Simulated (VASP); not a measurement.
# Sn (P6_3/mmc) in VASP: notebook, part 2 of 2

VASP 6.6.1. The steps go on from the part before.

### Step 3. Single point, PBE

This run uses another cell than the first one: it holds 2 atoms, not 4.

File INCAR:

```
SYSTEM = Sn
PREC     = Accurate       ! precision mode
ENCUT    = 520            ! plane-wave cutoff, eV
EDIFF    = 1E-6           ! SCF threshold, eV
ISMEAR   = -1             ! smearing method
SIGMA    = 0.05           ! smearing width, eV
LREAL    = .FALSE.        ! projectors in reciprocal space
LASPH    = .TRUE.         ! aspherical terms in the spheres
NELM     = 100            ! most SCF steps
ALGO     = Normal         ! electronic algorithm
ISIF     = 2              ! what is computed and relaxed
LWAVE    = .FALSE.        ! write WAVECAR
LCHARG   = .FALSE.        ! write CHGCAR
GGA      = PE             ! functional
NBANDS   = 21             ! bands
```

File KPOINTS:

```
regular mesh
0
G
  13 13 7
  0 0 0
```

File POSCAR:

```
Sn
1.0
    3.4013987060      0.0000000000      0.0000000000
   -1.7006993530      2.9456976878      0.0000000000
    0.0000000000      0.0000000000      5.3881495086
Sn
2
Direct
    0.3333333333      0.6666666667      0.2500000000
    0.6666666667      0.3333333333      0.7500000000
```

Potentials or basis: VASP PAW PBE potentials, release 64 (Sn_d).

Command:

```bash
$ cat potpaw_PBE.64/Sn_d/POTCAR > POTCAR
$ mpirun -np 1 vasp_std > vasp.out
```

OUTCAR:

```text
SYSTEM = Sn
   PREC = Accurate
   ENCUT = 520
   EDIFF = 1E-6
   ISMEAR = -1
   LREAL = .FALSE.
   LASPH = .TRUE.
   NELM = 100
   ISIF = 2
   GGA = PE

 ion  position               nearest neighbor table
   1  0.333  0.667  0.250-   2 3.33   2 3.33   2 3.33   2 3.33   2 3.33   2 3.33
   2  0.667  0.333  0.750-   1 3.33   1 3.33   1 3.33   1 3.33   1 3.33   1 3.33

  LATTYP: Found a hexagonal cell.
 ALAT       =     3.4013987060
 C/A-ratio  =     1.5840981826

  Lattice vectors:

 A1 = (   3.4013987060,   0.0000000000,   0.0000000000)
 A2 = (  -1.7006993530,   2.9456976878,   0.0000000000)
 A3 = (   0.0000000000,   0.0000000000,   5.3881495086)

Analysis of symmetry for initial positions (statically):
=====================================================================
 Subroutine PRICEL returns:
 Original cell was already a primitive cell.

 Routine SETGRP: Setting up the symmetry group for a
 hexagonal supercell.

 Subroutine GETGRP returns: Found 24 space group operations
 (whereof 12 operations were pure point group operations)
 out of a pool of 24 trial point group operations.

The static configuration has the point symmetry D_3d.
 The point group associated with its full space group is D_6h.

Analysis of symmetry for dynamics (positions and initial velocities):
=====================================================================
 Subroutine PRICEL returns:
 Original cell was already a primitive cell.

 Routine SETGRP: Setting up the symmetry group for a
 hexagonal supercell.

 Subroutine GETGRP returns: Found 24 space group operations
 (whereof 12 operations were pure point group operations)
 out of a pool of 24 trial point group operations.

The dynamic configuration has the point symmetry D_3d.
 The point group associated with its full space group is D_6h.

 Subroutine INISYM returns: Found 24 space group operations
 (whereof 12 operations are pure point group operations),
 and found     1 'primitive' translations

----------------------------------------------------------------------------------------

                                     Primitive cell

  volume of cell :      53.9865

  direct lattice vectors                    reciprocal lattice vectors
     3.401398706  0.000000000  0.000000000     0.293996701  0.169739075  0.000000000
    -1.700699353  2.945697688  0.000000000     0.000000000  0.339478149  0.000000000
     0.000000000  0.000000000  5.388149509     0.000000000  0.000000000  0.185592474

  length of vectors
     3.401398706  3.401398706  5.388149509     0.339478149  0.339478149  0.185592474

  position of ions in fractional coordinates (direct lattice)
     0.333333333  0.666666667  0.250000000
     0.666666667  0.333333333  0.750000000

  ion indices of the primitive-cell ions
   primitive index   ion index
                 1           1
                 2           2

----------------------------------------------------------------------------------------

 KPOINTS: regular mesh

Automatic generation of k-mesh.
 Grid dimensions read from file:
 generate k-points for:   13   13    7

 Generating k-lattice:

  Cartesian coordinates                     Fractional coordinates (reciprocal lattice)
     0.022615131  0.013056852  0.000000000     0.076923077 -0.000000000  0.000000000
     0.000000000  0.026113704  0.000000000     0.000000000  0.076923077  0.000000000
     0.000000000  0.000000000  0.026513211     0.000000000  0.000000000  0.142857143

  Length of vectors
     0.026113704  0.026113704  0.026513211

  Shift w.r.t. Gamma in fractional coordinates (k-lattice)
     0.000000000  0.000000000  0.000000000

 Subroutine IBZKPT returns following result:
 ===========================================

 Found     84 irreducible k-points:

 Following reciprocal coordinates:
            Coordinates               Weight
  0.000000  0.000000  0.000000      1.000000
  0.076923  0.000000  0.000000      6.000000
  0.153846  0.000000  0.000000      6.000000
  0.230769  0.000000  0.000000      6.000000
  0.307692  0.000000  0.000000      6.000000
  0.384615 -0.000000  0.000000      6.000000
[... 16 lines left out ...]
  0.076923  0.000000  0.142857     12.000000
  0.153846  0.000000  0.142857     12.000000
 [... further k-points ...]
   k-points           NKPTS =     84   k-points in BZ     NKDIM =     84   number of bands    NBANDS=     21
   number of dos      NEDOS =    301   number of ions     NIONS =      2
   total plane-waves  NPLWV =  31360
   dimension x,y,z NGX =    28 NGY =   28 NGZ =   40
   dimension x,y,z NGXF=    56 NGYF=   56 NGZF=   80
   ions per type =               2
   NGX,Y,Z   is equivalent  to a cutoff of  13.69, 13.69, 12.34 a.u.
   NGXF,Y,Z  is equivalent  to a cutoff of  27.37, 27.37, 24.68 a.u.
 SYSTEM =  Sn
   PREC   = accura    normal or accurate (medium, high low for compatibility)
   ISTART =      0    job   : 0-new  1-cont  2-samecut
   ICHARG =      2    charge: 1-file 2-atom 10-const
   ISPIN  =      1    spin polarized calculation?
   LNONCOLLINEAR =      F non collinear calculations
   LSORBIT =      F    spin-orbit coupling
   LASPH  =      T    aspherical Exc in radial PAW
   ENCUT  =  520.0 eV  38.22 Ry    6.18 a.u.   6.32  6.32 10.02*2*pi/ulx,y,z
   NELM   =    100;   NELMIN=  2; NELMDL= -5     # of ELM steps
   EDIFF  = 0.1E-05   stopping-criterion for ELM
   LREAL  =      F    real-space projection
[... 7 lines left out ...]
   TEBEG  =    0.0;   TEEND  =   0.0 temperature during run
   PSTRESS=    0.0 pullay stress
   NELECT =      28.0000    total number of electrons
   NUPDOWN=      -1.0000    fix difference up-down
   EMIN   =  10.00;   EMAX   =-10.00  energy-range for DOS
   EFERMI =   0.00;   METHOD = LEGACY
   ISMEAR =    -1;   SIGMA  =   0.05  broadening in eV -4-tet -1-fermi 0-gaus
   EFERMI_NEDOS =   21; number of points for ismear=-14 and -15
   IALGO  =     38    algorithm
   IMIX   =      4    mixing-type and parameters
     AMIX     =   0.40;   BMIX     =  1.00
     AMIX_MAG =   1.60;   BMIX_MAG =  1.00
  volume/ion in A,a.u.               =      26.99       182.16
  Fermi-wavevector in a.u.,A,eV,Ry     =   1.315323  2.485600 23.539091  1.730074
  Thomas-Fermi vector in A             =   2.445514
   LORBIT       =      0    0 simple, 1 ext, 2 COOP (PROOUT), +10 PAW based schemes
   GGA     = PE    functional components
   LHFCALC =     F    Hartree Fock is set to
   AEXX    =    0.0000 exact exchange contribution
   IVDW    =     0    specifies the selected vdW correction
   LEPSILON=     F    determine dielectric tensor
   LRPA    =     F    only Hartree local field effects (RPA)
 non-spin polarized calculation
  energy-cutoff  :      520.00
  volume of cell :       53.99
 maximum number of plane-waves:      1470
 NGX is ok and might be reduce to    28

 number of electron      28.0000013 magnetization

 Free energy of the ion-electron system (eV)
  ---------------------------------------------------
  ext. energy  EPLUGINS =         0.00000000
  ---------------------------------------------------
  free energy    TOTEN  =        -7.56417112 eV

  energy without entropy =       -7.55488636  energy(sigma->0) =       -7.55952874

 E-fermi :   8.2246     XC(G=0): -10.3987

 val. band max:        8.1504698079   @ k =   0.1538   0.1538   0.0000
 cond. band min:       8.2377443782   @ k =   0.2308   0.1538   0.1429
 fundamental gap:      0.0872745703
 Fermi energy:         8.2246167021

 k-point     1 :       0.0000    0.0000    0.0000
  band No.  band energies     occupation
      1     -13.3580      2.00000
      2     -13.3481      2.00000
      3     -13.3421      2.00000
      4     -13.3421      2.00000
      5     -13.3300      2.00000
      6     -13.3300      2.00000
[... 13 lines left out ...]
     20      17.7863      0.00000
     21      19.9735      0.00000

 k-point     2 :       0.0769    0.0000    0.0000
  band No.  band energies     occupation
      1     -13.3604      2.00000
      2     -13.3522      2.00000
      3     -13.3347      2.00000
      4     -13.3328      2.00000
      5     -13.3261      2.00000
      6     -13.3227      2.00000
[... 520 lines left out ...]
 k-point    24 :       0.1538    0.0000    0.1429
  band No.  band energies     occupation
      1     -13.3746      2.00000
      2     -13.3463      2.00000
      3     -13.3430      2.00000
      4     -13.3350      2.00000
      5     -13.3205      2.00000
      6     -13.3062      2.00000
[... 13 lines left out ...]
     20      18.4130      0.00000
     21      18.5463      0.00000

 [... further k-points ...]

------------------------ aborting loop because EDIFF is reached ----------------------------------------

  FORCE on cell =-STRESS in cart. coord.  units (eV):
  Direction    XX          YY          ZZ          XY          YZ          ZX
  --------------------------------------------------------------------------------------
  -------------------------------------------------------------------------------------
  Total        0.4430298      0.4430298      0.4425427     -0.0000000      0.0000000      0.0000000
  in kB       13.1479541     13.1479541     13.1334973     -0.0000000      0.0000000      0.0000000
  external PRESSURE =      13.1431352 kB  Pullay stress =       0.0000000 kB

 VOLUME and BASIS-vectors are now :
 -----------------------------------------------------------------------------
  energy-cutoff  :      520.00
  volume of cell :       53.99
      direct lattice vectors                 reciprocal lattice vectors
     3.401398706  0.000000000  0.000000000     0.293996701  0.169739075  0.000000000
    -1.700699353  2.945697688  0.000000000     0.000000000  0.339478149  0.000000000
     0.000000000  0.000000000  5.388149509     0.000000000  0.000000000  0.185592474

 POSITION                                       TOTAL-FORCE (eV/Angst)
 -----------------------------------------------------------------------------------
     -0.00000      1.96380      1.34704        -0.000000      0.000000      0.000000
      1.70070      0.98190      4.04111         0.000000     -0.000000     -0.000000
 -----------------------------------------------------------------------------------
    total drift:                               -0.000000      0.000000      0.000000

  FREE ENERGIE OF THE ION-ELECTRON SYSTEM (eV)
  ---------------------------------------------------
  free  energy   TOTEN  =        -7.5641711186 eV

  energy  without entropy=       -7.5548863608  energy(sigma->0) =       -7.55952874
```

It took 96 s on 1 thread of Intel Xeon 8259CL, shared host; peak memory 0.22 GiB.

Results:

- Free energy: -7.5642 eV
- Pressure: 1.3 GPa
- Band gap on the k mesh: zero (bands 14 and 15 overlap by 7.50 eV)

Levels at points of the mesh, in eV from the Fermi level:
```csv
k point,band 12,band 13,band 14,band 15,band 16,band 17
"(0.00, 0.00, 0.00)",-6.50,-4.59,5.38,5.38,7.25,7.25
```

Caveat: spin-orbit coupling is left out, which moves the levels of the heavy elements.

### Step 4. Single point, PBE

This run uses another cell than the first one: it holds 2 atoms, not 4.

File INCAR:

```
PREC = Accurate
ENCUT = 520
EDIFF = 1E-6
ISMEAR = -1
SIGMA = 0.05
LREAL = F
LASPH = T
NELM = 100
ALGO = Normal
ISIF = 2
LWAVE = F
LCHARG = F
GGA = PE
NBANDS = 21
```

File KPOINTS:

```
regular mesh
0
Gamma
  13 13 7
```

POSCAR is that of step 3.

Command:

```bash
$ cat potpaw_PBE.64/Sn_d/POTCAR > POTCAR
$ mpirun -np 1 vasp_std > vasp.out
```

It took 99 s on 1 thread of Intel Xeon 8259CL, shared host; peak memory 0.22 GiB.

Results (log left out):

```
Free energy            : -7.5642 eV
Pressure               : 1.3 GPa
Band gap on the k mesh : zero (bands 14 and 15 overlap by 7.50 eV)
```

Levels at points of the mesh, in eV from the Fermi level:
| k point | band 11 | band 12 | band 13 | band 14 | band 15 | band 16 | band 17 | band 18 |
| --- | --- | --- | --- | --- | --- | --- | --- | --- |
| (0.00, 0.00, 0.00) | -11.20 | -6.50 | -4.59 | 5.38 | 5.38 | 7.25 | 7.25 | 8.43 |

Caveat: spin-orbit coupling is left out, which moves the levels of the heavy elements.

### Step 5. Single point, PBE

This run uses another cell than the first one, of 27.09 Å³/atom.

File INCAR:

```
SYSTEM = Sn
  PREC = Accurate
  ENCUT = 520
  EDIFF = 1E-7
  ISMEAR = -1
  SIGMA = 0.05
  LREAL = .FALSE.
  LASPH = .TRUE.
  NELM = 100
  ALGO = Normal
  ISIF = 2
  LWAVE = .FALSE.
  LCHARG = .FALSE.
  GGA = PE
  NBANDS = 36
```

File KPOINTS:

```
Automatic mesh
0
G
  11 11 3
  0 0 0
```

File POSCAR:

```
Sn
1.0
    3.3571517134      0.0000000000      0.0000000000
   -1.6785758567      2.9073786682      0.0000000000
    0.0000000000      0.0000000000     11.1013478127
Sn
4
Direct
    0.0000000000      0.0000000000      0.0000000000
    0.0000000000      0.0000000000      0.5000000000
    0.3333333333      0.6666666667      0.2500000000
    0.6666666667      0.3333333333      0.7500000000
```

Potentials or basis: VASP PAW PBE potentials, release 64 (Sn_d).

Command:

```bash
$ cat potpaw_PBE.64/Sn_d/POTCAR > POTCAR
$ mpirun -np 1 vasp_std > vasp.out
```

OUTCAR:

```text
SYSTEM = Sn
   PREC = Accurate
   ENCUT = 520
   EDIFF = 1E-7
   ISMEAR = -1
   LREAL = .FALSE.
   LASPH = .TRUE.
   NELM = 100
   ISIF = 2
   GGA = PE

 ion  position               nearest neighbor table
   1  0.000  0.000  0.000-   3 3.39   4 3.39   4 3.39   3 3.39   4 3.39   3 3.39
   2  0.000  0.000  0.500-   3 3.39   4 3.39   4 3.39   3 3.39   4 3.39   3 3.39
   3  0.333  0.667  0.250-   1 3.39   2 3.39   1 3.39   2 3.39   1 3.39   2 3.39
   4  0.667  0.333  0.750-   1 3.39   2 3.39   1 3.39   2 3.39   1 3.39   2 3.39

  LATTYP: Found a hexagonal cell.
 ALAT       =     3.3571517134
 C/A-ratio  =     3.3067757315

  Lattice vectors:

 A1 = (   3.3571517134,   0.0000000000,   0.0000000000)
 A2 = (  -1.6785758567,   2.9073786682,   0.0000000000)
 A3 = (   0.0000000000,   0.0000000000,  11.1013478127)

Analysis of symmetry for initial positions (statically):
=====================================================================
 Subroutine PRICEL returns:
 Original cell was already a primitive cell.

 Routine SETGRP: Setting up the symmetry group for a
 hexagonal supercell.

 Subroutine GETGRP returns: Found 24 space group operations
 (whereof 12 operations were pure point group operations)
[... 171 lines left out ...]

 val. band max:        8.1999803987   @ k =   0.1818   0.1818   0.0000
 cond. band min:       8.2348610387   @ k =   0.1818   0.1818   0.3333
 fundamental gap:      0.0348806400
 Fermi energy:         8.2280032833

 k-point     1 :       0.0000    0.0000    0.0000
  band No.  band energies     occupation
      1     -13.4149      2.00000
      2     -13.4133      2.00000
      3     -13.4011      2.00000
      4     -13.4011      2.00000
      5     -13.3920      2.00000
      6     -13.3920      2.00000
[... 925 lines left out ...]
     35      13.6900      0.00000
     36      14.4869      0.00000

 [... further k-points ...]

------------------------ aborting loop because EDIFF is reached ----------------------------------------

  FORCE on cell =-STRESS in cart. coord.  units (eV):
  Direction    XX          YY          ZZ          XY          YZ          ZX
  --------------------------------------------------------------------------------------
  -------------------------------------------------------------------------------------
  Total        0.8979645      0.8979645      0.8901141      0.0000000      0.0000000      0.0000000
  in kB       13.2776578     13.2776578     13.1615788      0.0000000      0.0000000      0.0000000
  external PRESSURE =      13.2389648 kB  Pullay stress =       0.0000000 kB

 VOLUME and BASIS-vectors are now :
 -----------------------------------------------------------------------------
  energy-cutoff  :      520.00
  volume of cell :      108.35
      direct lattice vectors                 reciprocal lattice vectors
     3.357151713  0.000000000  0.000000000     0.297871555  0.171976222  0.000000000
    -1.678575857  2.907378668  0.000000000     0.000000000  0.343952444  0.000000000
     0.000000000  0.000000000 11.101347813     0.000000000  0.000000000  0.090079152

 POSITION                                       TOTAL-FORCE (eV/Angst)
 -----------------------------------------------------------------------------------
      0.00000      0.00000      0.00000        -0.000000      0.000000      0.000000
      0.00000      0.00000      5.55067        -0.000000      0.000000      0.000000
     -0.00000      1.93825      2.77534        -0.000000      0.000000      0.000000
      1.67858      0.96913      8.32601         0.000000     -0.000000     -0.000000
 -----------------------------------------------------------------------------------
    total drift:                                0.000000     -0.000000      0.000000

  FREE ENERGIE OF THE ION-ELECTRON SYSTEM (eV)
  ---------------------------------------------------
  free  energy   TOTEN  =       -15.1606919403 eV

  energy  without entropy=      -15.1470212146  energy(sigma->0) =      -15.15385658
```

OSZICAR:

```text
N       E                     dE             d eps       ncg     rms          rms(c)
DAV:   1     0.547430718246E+03    0.54743E+03   -0.27973E+04  2336   0.247E+03
DAV:   2     0.587656043612E+02   -0.48867E+03   -0.48115E+03  2304   0.582E+02
DAV:   3    -0.115453805226E+02   -0.70311E+02   -0.68987E+02  2592   0.192E+02
DAV:   4    -0.150897788679E+02   -0.35444E+01   -0.34823E+01  2684   0.457E+01
DAV:   5    -0.152116701086E+02   -0.12189E+00   -0.12185E+00  3168   0.822E+00    0.265E+00
DAV:   6    -0.151739990206E+02    0.37671E-01   -0.70532E-02  2976   0.294E+00    0.141E+00
DAV:   7    -0.151612231438E+02    0.12776E-01   -0.41387E-02  2832   0.218E+00    0.205E-01
DAV:   8    -0.151606385066E+02    0.58464E-03   -0.28506E-03  2752   0.991E-01    0.433E-02
DAV:   9    -0.151606983775E+02   -0.59871E-04   -0.82834E-04  2768   0.376E-01    0.182E-02
DAV:  10    -0.151606892794E+02    0.90981E-05   -0.83766E-05  3016   0.834E-02    0.774E-03
DAV:  11    -0.151606908313E+02   -0.15520E-05   -0.47398E-06  3276   0.247E-02    0.279E-03
DAV:  12    -0.151606927167E+02   -0.18854E-05   -0.28401E-06  2768   0.209E-02    0.136E-03
DAV:  13    -0.151606921495E+02    0.56727E-06   -0.19280E-07  1480   0.132E-02    0.342E-04
DAV:  14    -0.151606919392E+02    0.21023E-06   -0.12199E-07  1256   0.494E-03    0.215E-04
DAV:  15    -0.151606919403E+02   -0.10323E-08   -0.16794E-08  1260   0.245E-03
   1 F= -.15160692E+02 E0= -.15153857E+02  d E =-.136707E-01
```

It took 3.2 min on 1 thread of Intel Xeon 8259CL, shared host; peak memory 0.28 GiB.

What came out:

| Quantity | Value |
| --- | --- |
| Free energy | -15.1607 eV |
| Pressure | 1.3 GPa |
| Band gap on the k mesh | zero (bands 28 and 29 overlap by 7.74 eV) |

Caveat: spin-orbit coupling is left out, which moves the levels of the heavy elements.

### Step 6. Overview

```csv
task,cell,k mesh,cutoff (eV),gap on the mesh (eV),pressure (GPa)
relaxation of cell and atoms,"relaxed to 1.4 GPa from a = 3.367, b = 3.367, c = 10.944 Å, angles 90.0, 90.0, 120.0°, 4 atoms, atomic positions A",11 × 11 × 3,600,none,1.4
single point,"a = 3.401, b = 3.401, c = 5.388 Å, angles 90.0, 90.0, 120.0°, 2 atoms, atomic positions B",13 × 13 × 7,520,none,1.3
single point,"a = 3.357, b = 3.357, c = 11.101 Å, angles 90.0, 90.0, 120.0°, 4 atoms, atomic positions A",11 × 11 × 3,520,none,1.3
```

Alike in all rows: level PBE; potentials or basis VASP PAW PBE potentials, release 64 (Sn_d); no spin polarisation; smearing fermi-dirac 0.05 eV.

Caveats: spin-orbit coupling is left out, which moves the levels of the heavy elements; the cell is relaxed towards a set pressure, so the run minimises the enthalpy, not the energy (at least some runs).

Absolute energies hang on the potentials; compare differences alone.
